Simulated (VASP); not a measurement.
# Ca (Fm-3m) in VASP: a series of runs

Runs on Ca. Level: r2SCAN. Tasks: single point.

Everything below comes from runs of VASP 6.6.1. Logs are shortened: lines on timing, memory, paths and dates and some standing lists are left out, and cuts for length are marked.

## Step 1: The cell of the first run

It takes space group Fm-3m (No. 225, cubic). The conventional cell has a = 5.375 Å, b = 5.375 Å, c = 5.375 Å, α = 90.00°, β = 90.00°, γ = 90.00°. Ca (site symmetry m-3m) has 12 Ca at 3.80 Å within 5.0 Å.

## Step 2: Single point, r2SCAN

The input, POSCAR:

```
Ca
1.0
    0.0000000000      2.6875914053      2.6875914053
    2.6875914053      0.0000000000      2.6875914053
    2.6875914053      2.6875914053      0.0000000000
Ca
1
Direct
    0.0000000000      0.0000000000      0.0000000000
```

The input, INCAR.step1:

```
SYSTEM = Ca
PREC = Accurate
ENCUT = 520
ISMEAR = -1
SIGMA = 0.1
LREAL = .False.
LASPH = .True.
NELM = 80
NBANDS = 11
GGA = PE
ALGO = Normal
EDIFF = 1E-4
LWAVE = .True.
LCHARG = .False.
```

The input, INCAR.step2:

```
SYSTEM = Ca
PREC = Accurate
ENCUT = 520
EDIFF = 1E-6
ISMEAR = -1
SIGMA = 0.1
LREAL = .False.
LASPH = .True.
NELM = 80
ALGO = Normal
ISIF = 2
LWAVE = .False.
LCHARG = .False.
METAGGA = R2SCAN
LMIXTAU = .True.
NBANDS = 11
ISTART = 1
```

The input, KPOINTS:

```
regular mesh
0
Gamma
  11 11 11
  0 0 0
```

Potentials or basis: VASP PAW PBE potentials, release 64 (Ca_sv).

Launch:

```
cat potpaw_PBE.64/Ca_sv/POTCAR > POTCAR
cp INCAR.step1 INCAR
mpirun -np 1 vasp_std > vasp.out
cp INCAR.step2 INCAR
mpirun -np 1 vasp_std > vasp.out
```

OUTCAR:

```text
SYSTEM = Ca
   PREC = Accurate
   ENCUT = 520
   EDIFF = 1E-6
   ISMEAR = -1
   LREAL = .False.
   LASPH = .True.
   NELM = 80
   ISIF = 2
   METAGGA = R2SCAN
   ISTART = 1

 ion  position               nearest neighbor table
   1  0.000  0.000  0.000-

  LATTYP: Found a face centered cubic cell.
 ALAT       =     5.3751828106

  Lattice vectors:

 A1 = (   0.0000000000,   2.6875914053,   2.6875914053)
 A2 = (   2.6875914053,   0.0000000000,   2.6875914053)
 A3 = (   2.6875914053,   2.6875914053,   0.0000000000)

Analysis of symmetry for initial positions (statically):
=====================================================================
 Subroutine PRICEL returns:
 Original cell was already a primitive cell.

 Routine SETGRP: Setting up the symmetry group for a
 face centered cubic supercell.

 Subroutine GETGRP returns: Found 48 space group operations
 (whereof 48 operations were pure point group operations)
 out of a pool of 48 trial point group operations.

The static configuration has the point symmetry O_h .

Analysis of symmetry for dynamics (positions and initial velocities):
=====================================================================
 Subroutine PRICEL returns:
 Original cell was already a primitive cell.

 Routine SETGRP: Setting up the symmetry group for a
 face centered cubic supercell.

 Subroutine GETGRP returns: Found 48 space group operations
 (whereof 48 operations were pure point group operations)
 out of a pool of 48 trial point group operations.

The dynamic configuration has the point symmetry O_h .

 Subroutine INISYM returns: Found 48 space group operations
 (whereof 48 operations are pure point group operations),
 and found     1 'primitive' translations

----------------------------------------------------------------------------------------

                                     Primitive cell

  volume of cell :      38.8257

  direct lattice vectors                    reciprocal lattice vectors
     0.000000000  2.687591405  2.687591405    -0.186040184  0.186040184  0.186040184
     2.687591405  0.000000000  2.687591405     0.186040184 -0.186040184  0.186040184
     2.687591405  2.687591405  0.000000000     0.186040184  0.186040184 -0.186040184

  length of vectors
     3.800828215  3.800828215  3.800828215     0.322231051  0.322231051  0.322231051

  position of ions in fractional coordinates (direct lattice)
     0.000000000  0.000000000  0.000000000

  ion indices of the primitive-cell ions
   primitive index   ion index
                 1           1

----------------------------------------------------------------------------------------

 KPOINTS: regular mesh

Automatic generation of k-mesh.
 Grid dimensions read from file:
 generate k-points for:   11   11   11

 Generating k-lattice:

  Cartesian coordinates                     Fractional coordinates (reciprocal lattice)
    -0.016912744  0.016912744  0.016912744     0.090909091  0.000000000  0.000000000
     0.016912744 -0.016912744  0.016912744     0.000000000  0.090909091  0.000000000
     0.016912744  0.016912744 -0.016912744     0.000000000  0.000000000  0.090909091

  Length of vectors
     0.029293732  0.029293732  0.029293732

  Shift w.r.t. Gamma in fractional coordinates (k-lattice)
     0.000000000  0.000000000  0.000000000

 Subroutine IBZKPT returns following result:
 ===========================================

 Found     56 irreducible k-points:

 Following reciprocal coordinates:
            Coordinates               Weight
  0.000000  0.000000  0.000000      1.000000
  0.090909  0.000000  0.000000      8.000000
  0.181818  0.000000  0.000000      8.000000
  0.272727  0.000000  0.000000      8.000000
  0.363636  0.000000  0.000000      8.000000
  0.454545  0.000000  0.000000      8.000000
[... 16 lines left out ...]
 -0.272727  0.181818  0.000000     24.000000
 -0.181818  0.181818  0.000000     12.000000
 [... further k-points ...]
   k-points           NKPTS =     56   k-points in BZ     NKDIM =     56   number of bands    NBANDS=     11
   number of dos      NEDOS =    301   number of ions     NIONS =      1
   total plane-waves  NPLWV =  21952
   dimension x,y,z NGX =    28 NGY =   28 NGZ =   28
   dimension x,y,z NGXF=    56 NGYF=   56 NGZF=   56
   ions per type =               1
   NGX,Y,Z   is equivalent  to a cutoff of  12.25, 12.25, 12.25 a.u.
   NGXF,Y,Z  is equivalent  to a cutoff of  24.49, 24.49, 24.49 a.u.
 SYSTEM =  Ca
   PREC   = accura    normal or accurate (medium, high low for compatibility)
   ISTART =      1    job   : 0-new  1-cont  2-samecut
   ICHARG =      0    charge: 1-file 2-atom 10-const
   ISPIN  =      1    spin polarized calculation?
   LNONCOLLINEAR =      F non collinear calculations
   LSORBIT =      F    spin-orbit coupling
   LASPH  =      T    aspherical Exc in radial PAW
   ENCUT  =  520.0 eV  38.22 Ry    6.18 a.u.   7.07  7.07  7.07*2*pi/ulx,y,z
   NELM   =     80;   NELMIN=  2; NELMDL=  0     # of ELM steps
   EDIFF  = 0.1E-05   stopping-criterion for ELM
   LREAL  =      F    real-space projection
   EDIFFG = 0.1E-04   stopping-criterion for IOM
   NSW    =      0    number of steps for IOM
   IBRION =     -1    ionic relax: 0-MD 1-quasi-New 2-CG
   NFREE  =      0    steps in history (QN), initial steepest desc. (CG)
   ISIF   =      2    stress and relaxation
   ISYM   =      2    0-nonsym 1-usesym 2-fastsym
   POTIM  = 0.5000    time-step for ionic-motion
   TEBEG  =    0.0;   TEEND  =   0.0 temperature during run
   PSTRESS=    0.0 pullay stress
   NELECT =      10.0000    total number of electrons
   NUPDOWN=      -1.0000    fix difference up-down
   EMIN   =  10.00;   EMAX   =-10.00  energy-range for DOS
   EFERMI =   0.00;   METHOD = LEGACY
   ISMEAR =    -1;   SIGMA  =   0.10  broadening in eV -4-tet -1-fermi 0-gaus
   EFERMI_NEDOS =   21; number of points for ismear=-14 and -15
   IALGO  =     38    algorithm
   IMIX   =      4    mixing-type and parameters
     AMIX     =   0.40;   BMIX     =  1.00
     AMIX_MAG =   1.60;   BMIX_MAG =  1.00
  volume/ion in A,a.u.               =      38.83       262.01
  Fermi-wavevector in a.u.,A,eV,Ry     =   1.041601  1.968341 14.761418  1.084934
  Thomas-Fermi vector in A             =   2.176229
   LORBIT       =      0    0 simple, 1 ext, 2 COOP (PROOUT), +10 PAW based schemes
   METAGGA = R2SCAN    functional components
   LHFCALC =     F    Hartree Fock is set to
   AEXX    =    0.0000 exact exchange contribution
   IVDW    =     0    specifies the selected vdW correction
   LEPSILON=     F    determine dielectric tensor
   LRPA    =     F    only Hartree local field effects (RPA)
 non-spin polarized calculation
  energy-cutoff  :      520.00
  volume of cell :       38.83
 maximum number of plane-waves:      1055
   NGX = 15   NGY = 15   NGZ = 15

 number of electron      10.0000002 magnetization

 Free energy of the ion-electron system (eV)
  ---------------------------------------------------
  ext. energy  EPLUGINS =         0.00000000
  ---------------------------------------------------
  free energy    TOTEN  =        -7.01936573 eV

  energy without entropy =       -6.98409610  energy(sigma->0) =       -7.00173091

 E-fermi :   2.3422     XC(G=0):  -8.4980

 val. band max:        2.3354016240   @ k =  -0.3636   0.3636   0.0909
 cond. band min:       2.3633087946   @ k =   0.4545   0.0000   0.0000
 fundamental gap:      0.0279071706
 Fermi energy:         2.3421979827

 k-point     1 :       0.0000    0.0000    0.0000
  band No.  band energies     occupation
      1     -41.2307      2.00000
      2     -21.2464      2.00000
      3     -21.2464      2.00000
      4     -21.2463      2.00000
      5      -2.0947      2.00000
      6       5.1665      0.00000
      7       5.1666      0.00000
      8       5.1666      0.00000
      9       6.4057      0.00000
     10       6.4057      0.00000
     11      12.3013      0.00000

 k-point     2 :       0.0909    0.0000    0.0000
  band No.  band energies     occupation
      1     -41.2290      2.00000
      2     -21.2625      2.00000
      3     -21.2485      2.00000
      4     -21.2484      2.00000
      5      -1.9345      2.00000
      6       4.9766      0.00000
      7       5.2269      0.00000
      8       5.2269      0.00000
      9       6.3492      0.00000
     10       6.3492      0.00000
     11      12.5102      0.00000

 k-point     3 :       0.1818    0.0000    0.0000
  band No.  band energies     occupation
      1     -41.2245      2.00000
      2     -21.3053      2.00000
      3     -21.2541      2.00000
      4     -21.2541      2.00000
      5      -1.4684      2.00000
      6       4.4956      0.00000
      7       5.3274      0.00000
      8       5.3274      0.00000
      9       6.2941      0.00000
     10       6.2941      0.00000
     11      11.9628      0.00000

 k-point     4 :       0.2727    0.0000    0.0000
  band No.  band energies     occupation
      1     -41.2186      2.00000
      2     -21.3608      2.00000
      3     -21.2615      2.00000
      4     -21.2614      2.00000
      5      -0.7398      2.00000
      6       3.8647      0.00000
      7       5.2786      0.00000
      8       5.2786      0.00000
      9       6.4828      0.00000
     10       6.4829      0.00000
     11      10.5231      0.00000
[... 239 lines left out ...]
 k-point    22 :      -0.3636    0.1818    0.0000
  band No.  band energies     occupation
      1     -41.2079      2.00000
      2     -21.4151      2.00000
      3     -21.3153      2.00000
      4     -21.2772      2.00000
      5       1.2527      1.99996
      6       2.7937      0.02166
      7       4.3028      0.00000
      8       5.3880      0.00000
      9       6.7704      0.00000
     10       7.5315      0.00000
     11       8.8309      0.00000

 k-point    23 :      -0.2727    0.1818    0.0000
  band No.  band energies     occupation
      1     -41.2115      2.00000
      2     -21.3884      2.00000
      3     -21.3091      2.00000
      4     -21.2682      2.00000
      5       0.3272      2.00000
      6       3.4809      0.00002
      7       4.4405      0.00000
      8       5.5050      0.00000
      9       6.2695      0.00000
     10       7.3532      0.00000
     11       9.8509      0.00000

 k-point    24 :      -0.1818    0.1818    0.0000
  band No.  band energies     occupation
      1     -41.2166      2.00000
      2     -21.3557      2.00000
      3     -21.2917      2.00000
      4     -21.2597      2.00000
      5      -0.4992      2.00000
      6       3.9267      0.00000
      7       4.8208      0.00000
      8       5.7100      0.00000
      9       5.8247      0.00000
     10       6.9667      0.00000
     11      10.9995      0.00000

 [... further k-points ...]

------------------------ aborting loop because EDIFF is reached ----------------------------------------

  FORCE on cell =-STRESS in cart. coord.  units (eV):
  Direction    XX          YY          ZZ          XY          YZ          ZX
  --------------------------------------------------------------------------------------
  -------------------------------------------------------------------------------------
  Total        0.5632604      0.5632604      0.5632604      0.0000000      0.0000000      0.0000000
  in kB       23.2434235     23.2434235     23.2434235      0.0000000      0.0000000      0.0000000
  external PRESSURE =      23.2434235 kB  Pullay stress =       0.0000000 kB

 VOLUME and BASIS-vectors are now :
 -----------------------------------------------------------------------------
  energy-cutoff  :      520.00
  volume of cell :       38.83
      direct lattice vectors                 reciprocal lattice vectors
     0.000000000  2.687591405  2.687591405    -0.186040184  0.186040184  0.186040184
     2.687591405  0.000000000  2.687591405     0.186040184 -0.186040184  0.186040184
     2.687591405  2.687591405  0.000000000     0.186040184  0.186040184 -0.186040184

 POSITION                                       TOTAL-FORCE (eV/Angst)
 -----------------------------------------------------------------------------------
      0.00000      0.00000      0.00000         0.000000     -0.000000     -0.000000
 -----------------------------------------------------------------------------------
    total drift:                               -0.000000     -0.000000     -0.000000

  FREE ENERGIE OF THE ION-ELECTRON SYSTEM (eV)
  ---------------------------------------------------
  free  energy   TOTEN  =        -7.0193657304 eV

  energy  without entropy=       -6.9840960992  energy(sigma->0) =       -7.00173091
```

Wall time 44 s (1 thread of AMD EPYC 9R45 (Zen 5), shared host); peak memory 0.14 GiB.

Results:

```yaml
Free_energy: -7.0194 eV
Pressure: 2.3 GPa
Band_gap_on_the_k_mesh: zero (bands 5 and 6 overlap by 0.30 eV)
```

Levels at points of the mesh, in eV from the Fermi level:
```csv
k point,band 3,band 4,band 5,band 6,band 7,band 8
"(0.00, 0.00, 0.00)",-23.59,-23.59,-4.44,2.82,2.82,2.82
```

Caveat: the PAW data sets were made with another functional, which shifts forces and pressure a little.

## Step 3: Single point, r2SCAN

POSCAR is that of step 2.

The input, INCAR.step1:

```
PREC = Accurate
ENCUT = 520
ISMEAR = -1
SIGMA = 0.1
LREAL = False
LASPH = True
NELM = 100
NBANDS = 11
GGA = PE
ALGO = Normal
EDIFF = 1E-4
LWAVE = True
LCHARG = False
```

The input, INCAR.step2:

```
PREC = Accurate
ENCUT = 520
EDIFF = 1E-6
ISMEAR = -1
SIGMA = 0.1
LREAL = False
LASPH = True
NELM = 100
ALGO = Normal
ISIF = 2
LWAVE = False
LCHARG = False
METAGGA = R2SCAN
LMIXTAU = True
NBANDS = 11
ISTART = 1
```

The input, KPOINTS:

```
Automatic mesh
0
Gamma
  11 11 11
```

Potentials or basis: VASP PAW PBE potentials, release 64 (Ca_sv).

Launch:

```
cat potpaw_PBE.64/Ca_sv/POTCAR > POTCAR
cp INCAR.step1 INCAR
mpirun -np 1 vasp_std > vasp.out
cp INCAR.step2 INCAR
mpirun -np 1 vasp_std > vasp.out
```

OUTCAR:

```text
PREC = Accurate
   ENCUT = 520
   EDIFF = 1E-6
   ISMEAR = -1
   LREAL = False
   LASPH = True
   NELM = 100
   ISIF = 2
   METAGGA = R2SCAN
   ISTART = 1

 ion  position               nearest neighbor table
   1  0.000  0.000  0.000-

  LATTYP: Found a face centered cubic cell.
 ALAT       =     5.3751828106

  Lattice vectors:

 A1 = (   0.0000000000,   2.6875914053,   2.6875914053)
 A2 = (   2.6875914053,   0.0000000000,   2.6875914053)
[... 513 lines left out ...]
     10       6.9667      0.00000
     11      10.9995      0.00000

 [... further k-points ...]

------------------------ aborting loop because EDIFF is reached ----------------------------------------

  FORCE on cell =-STRESS in cart. coord.  units (eV):
  Direction    XX          YY          ZZ          XY          YZ          ZX
  --------------------------------------------------------------------------------------
  -------------------------------------------------------------------------------------
  Total        0.5632604      0.5632604      0.5632604      0.0000000      0.0000000      0.0000000
  in kB       23.2434235     23.2434235     23.2434235      0.0000000      0.0000000      0.0000000
  external PRESSURE =      23.2434235 kB  Pullay stress =       0.0000000 kB

 VOLUME and BASIS-vectors are now :
 -----------------------------------------------------------------------------
  energy-cutoff  :      520.00
  volume of cell :       38.83
      direct lattice vectors                 reciprocal lattice vectors
     0.000000000  2.687591405  2.687591405    -0.186040184  0.186040184  0.186040184
     2.687591405  0.000000000  2.687591405     0.186040184 -0.186040184  0.186040184
     2.687591405  2.687591405  0.000000000     0.186040184  0.186040184 -0.186040184

 POSITION                                       TOTAL-FORCE (eV/Angst)
 -----------------------------------------------------------------------------------
      0.00000      0.00000      0.00000         0.000000     -0.000000     -0.000000
 -----------------------------------------------------------------------------------
    total drift:                               -0.000000     -0.000000     -0.000000

  FREE ENERGIE OF THE ION-ELECTRON SYSTEM (eV)
  ---------------------------------------------------
  free  energy   TOTEN  =        -7.0193657304 eV

  energy  without entropy=       -6.9840960992  energy(sigma->0) =       -7.00173091
```

Run time: 44 s. Hardware: 1 thread of AMD EPYC 9R45 (Zen 5), shared host; peak memory 0.14 GiB.

Results:

| Item | Value |
| --- | --- |
| Free energy | -7.0194 eV |
| Pressure | 2.3 GPa |
| Band gap on the k mesh | zero (bands 5 and 6 overlap by 0.30 eV) |

Caveat: the PAW data sets were made with another functional, which shifts forces and pressure a little.

## Step 4: Single point, r2SCAN

This run uses another cell than the first one, of 40.09 Å³/atom.

The input, POSCAR:

```
Ca
1.0
    0.0000000000      2.7164924535      2.7164924535
    2.7164924535      0.0000000000      2.7164924535
    2.7164924535      2.7164924535      0.0000000000
Ca
1
Direct
    0.0000000000      0.0000000000      0.0000000000
```

The input, INCAR.step1:

```
SYSTEM = Ca
PREC = Accurate
ENCUT = 520
ISMEAR = -1
SIGMA = 0.1
LREAL = .False.
LASPH = .True.
NELM = 60
NBANDS = 11
GGA = PE
ALGO = Normal
EDIFF = 1E-4
LWAVE = .True.
LCHARG = .False.
```

The input, INCAR.step2:

```
SYSTEM = Ca
PREC = Accurate
ENCUT = 520
EDIFF = 1E-7
ISMEAR = -1
SIGMA = 0.1
LREAL = .False.
LASPH = .True.
NELM = 60
ALGO = Normal
ISIF = 2
LWAVE = .False.
LCHARG = .True.
METAGGA = R2SCAN
LMIXTAU = .True.
LELF = .True.
LVHAR = .True.
NBANDS = 11
ISTART = 1
```

The input, KPOINTS:

```
regular mesh
0
Gamma
  11 11 11
  0 0 0
```

Launch:

```
cat potpaw_PBE.64/Ca_sv/POTCAR > POTCAR
cp INCAR.step1 INCAR
mpirun -np 1 vasp_std > vasp.out
cp INCAR.step2 INCAR
mpirun -np 1 vasp_std > vasp.out
```

Wall time 66 s (1 thread of AMD EPYC 9R45 (Zen 5), shared host); peak memory 0.15 GiB.

The run converged. Its results:

| Property | Result |
| --- | --- |
| Free energy | -7.0351 eV |
| Pressure | 1.6 GPa |
| Band gap on the k mesh | zero (bands 5 and 6 overlap by 0.34 eV) |

Levels at points of the mesh, in eV from the Fermi level:
```csv
k point,band 3,band 4,band 5,band 6,band 7,band 8
"(0.00, 0.00, 0.00)",-23.67,-23.67,-4.38,2.78,2.78,2.78
```

Caveat: the PAW data sets were made with another functional, which shifts forces and pressure a little.

(Continued in part 2 of 2.)
